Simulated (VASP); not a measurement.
A run of VASP 6.6.1:

Contents of INCAR:

```
SYSTEM = CoSi
PREC = Accurate
ENCUT = 600
EDIFF = 1E-6
ISMEAR = -1
SIGMA = 0.05
LREAL = .FALSE.
LASPH = .TRUE.
NELM = 120
ALGO = Normal
ISIF = 2
LWAVE = .FALSE.
LCHARG = .FALSE.
GGA = PE
NBANDS = 14
GGA_COMPAT = .FALSE.
```

KPOINTS

```
Automatic mesh
0
G
  16 16 14
  0 0 0
```

POSCAR

```
CoSi
1.0
    3.2798285676      0.0000000000      0.0000000000
   -1.6399142838      2.8404148596      0.0000000000
    0.0000000000      0.0000000000      2.5214488919
Co Si
1 1
Direct
    0.0000000000      0.0000000000      0.0000000000
    0.3333333333      0.6666666667      0.5000000000
```

Potentials or basis: VASP PAW PBE potentials, release 64 (Co, Si).

Launch:

```console
$ cat potpaw_PBE.64/Co/POTCAR potpaw_PBE.64/Si/POTCAR > POTCAR
$ mpirun -np 1 vasp_std > vasp.out
```

Hardware: 1 thread of AMD EPYC 7R43 64-Core Processor (Zen 3), with other jobs on the host.

**Question.** Estimate the wall time of this run.

**Answer.** Run time: 120 s on 1 thread of AMD EPYC 7R43 64-Core Processor (Zen 3), with other jobs on the host, peak memory 0.18 GiB. Counts: scf iterations 13, k points 240.
